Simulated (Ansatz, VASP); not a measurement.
Two plane-wave programs on PdRuPt3

```
Ru Pd Pt
1.0
     4.14823    0.00000    0.00000
     0.00000    4.14823    0.00000
     0.00000    0.00000    4.14823
Ru Pd Pt
1 1 3
Direct
  0.50000 0.50000 0.50000
  0.00000 0.00000 0.00000
  0.00000 0.50000 0.50000
  0.50000 0.00000 0.50000
  0.50000 0.50000 0.00000
```

Change from the starting cell: species swapped into the Mn3ZnN type (Pm-3m, No. 221).

Alike in both runs: task relaxation of cell and atoms; functional PBE; k mesh 4 × 4 × 4; occupations gaussian, width 0.1 eV; no spin polarisation.

```csv
,VASP,Ansatz
version,VASP 6.6.1,Ansatz 0.2.0
potentials or method,"VASP PAW PBE potentials, release 64 (Ru_pv, Pd, Pt), cutoff 600 eV","scalar-relativistic, plane waves, PAW"
valence electrons in the cell,54,88
```

```tsv
	VASP	Ansatz	Ansatz less VASP
gap on the k mesh at the Fermi level, each at its own relaxed structure (eV)	none	none	-
relaxed volume (Å³/atom)	21.16	21.17	+0.011
relaxed cell length with the largest relative difference (Å)	4.730	4.731	+0.0008
```

A gap of «none» marks a metal or a gap that the smearing closes. VASP's potentials hold 54 valence electrons a cell and Ansatz's 88, so a difference there can come from the potentials and not from the codes.

The k mesh is coarse, so the values compare programs but aren't converged. Neither program's run includes spin-orbit coupling. Noted on VASP's run: the volume moved by over 15 % at a fixed basis, so the end points are rough.
